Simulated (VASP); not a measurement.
Runs of VASP 6.6.1 on Ga3Se. The structure is that of space group Pm-3m (No. 221), or close to it. The cells are those of the table. 

```csv
task,level,cell,k mesh,cutoff (eV),grid for exact exchange (PRECFOCK),share of exact exchange,screening parameter,gap on the mesh (eV),pressure (GPa)
relaxation of cell and atoms,PBE,"relaxed to 20 GPa from a = 4.432 Å, 4 atoms",6 × 6 × 6,600,-,-,-,none,20.0
single point,PBE,"a = 3.929 Å, 4 atoms",6 × 6 × 6,520,-,-,-,none,(b)
single point,PBE,"a = 4.172 Å, 4 atoms",6 × 6 × 6,520,-,-,-,none,(a)
relaxation of cell and atoms,PBE,"relaxed from a = 4.432 Å, 4 atoms",6 × 6 × 6,600,-,-,-,none,0.0
single point,PBE-based screened hybrid with 50 % exact exchange,"a = 4.432 Å, 4 atoms",4 × 4 × 4,520,Normal,0.5,0.20787 1/Å,none,-1.4
single point,PBE,"a = 4.411 Å, 4 atoms",6 × 6 × 6,520,-,-,-,none,0.2
single point,PBE-based screened hybrid with 15 % exact exchange,"a = 4.432 Å, 4 atoms",4 × 4 × 4,520,Normal,0.15,0.20787 1/Å,none,-0.5
single point,PBE,"a = 4.269 Å, 4 atoms",6 × 6 × 6,520,-,-,-,none,5.2
```

Alike in all rows: potentials or basis VASP PAW PBE potentials, release 64 (Se, Ga_d); no spin polarisation; smearing fermi-dirac 0.05 eV.

Task: Estimate the missing entries.

Result: (a) 10.2; (b) 30.3.

Caveats: the cell stands under pressure (at least some runs); the PAW data sets were made with another functional, which shifts forces and pressure a little (at least some runs); the cell is relaxed towards a set pressure, so the run minimises the enthalpy, not the energy (at least some runs).

A k mesh can miss the band edges, and the runs leave out spin-orbit coupling on Ga, Se.

A gap of «none» marks levels without a gap at the run's occupations.
